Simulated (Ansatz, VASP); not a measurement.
# CaHfO in VASP and in Ansatz

Contents of INCAR:

```
  ALGO = Normal
  EDIFF = 1E-6
  EDIFFG = -0.01
  ENCUT = 600
  GGA = PE
  IBRION = 2
  ISIF = 3
  ISMEAR = 0
  LASPH = T
  LCHARG = F
  LREAL = F
  LWAVE = F
  NELM = 80
  NSW = 100
  PREC = Accurate
  SIGMA = 0.1
```

Contents of KPOINTS:

```
k-points
0
Gamma
  10 10 4
```

File POSCAR:

```
CaHfO
1.0
    3.6966581632      0.0000000000      0.0000000000
    0.0000000000      3.6966581632      0.0000000000
    0.0000000000      0.0000000000      9.0897834127
Ca Hf O
2 2 2
Direct
    0.5000000000      0.0000000000      0.3737233310
    0.0000000000      0.5000000000      0.6262766690
    0.0000000000      0.0000000000      0.0000000000
    0.5000000000      0.5000000000      0.0000000000
    0.5000000000      0.0000000000      0.6194216494
    0.0000000000      0.5000000000      0.3805783506
```

Input for Ansatz:

```yaml
crystal:
  lattice:
    - [3.6966581632, 0.0, 0.0]
    - [0.0, 3.6966581632, 0.0]
    - [0.0, 0.0, 9.0897834127]
  atoms:
    - { symbol: Ca, position: [0.5, 0.0, 0.373723331] }
    - { symbol: Ca, position: [0.0, 0.5, 0.626276669] }
    - { symbol: Hf, position: [0.0, 0.0, 0.0] }
    - { symbol: Hf, position: [0.5, 0.5, 0.0] }
    - { symbol: O, position: [0.5, 0.0, 0.6194216494] }
    - { symbol: O, position: [0.0, 0.5, 0.3805783506] }
basis:
  ecutwfc: 420
kpoints:
  mp_grid: { grid: [10, 10, 4] }
hamiltonian:
  xc: pbe
scf:
  occupations: { method: gaussian, width: 0.1 }
output:
  forces: true
  stress: true
  eigenvalues: true
  write_density: true
  write_potential: true
  elf: true
  volumetric_format: npy
relax:
  adjacent_minimum: "off"
  f_tol: 0.01
  max_steps: 80
  cell: { stress_tol: 0.05 }
```

Change from the starting cell: species swapped into the TaSiAs type (P4/nmm, No. 129).

Alike in both runs: task relaxation of cell and atoms; functional PBE; k mesh 10 × 10 × 4; occupations gaussian, width 0.1 eV; no spin polarisation.

```csv
,VASP,Ansatz
version,VASP 6.6.1,Ansatz 0.2.0
potentials or method,"VASP PAW PBE potentials, release 64 (Ca_sv, Hf_pv, O), cutoff 600 eV","scalar-relativistic, plane waves, PAW"
valence electrons in the cell,52,84
```

```tsv
	VASP	Ansatz	Ansatz less VASP
gap on the k mesh at the Fermi level, each at its own relaxed structure (eV)	none	none	-
relaxed volume (Å³/atom)	20.67	20.75	+0.080
relaxed length of the cell vector where the two differ most in proportion (Å)	3.698	3.705	+0.0064
```

A gap of «none» marks a metal or a gap that the smearing closes. VASP's potentials hold 52 valence electrons a cell and Ansatz's 84, so a difference there can come from the potentials and not from the codes.

Neither program's run includes spin-orbit coupling.
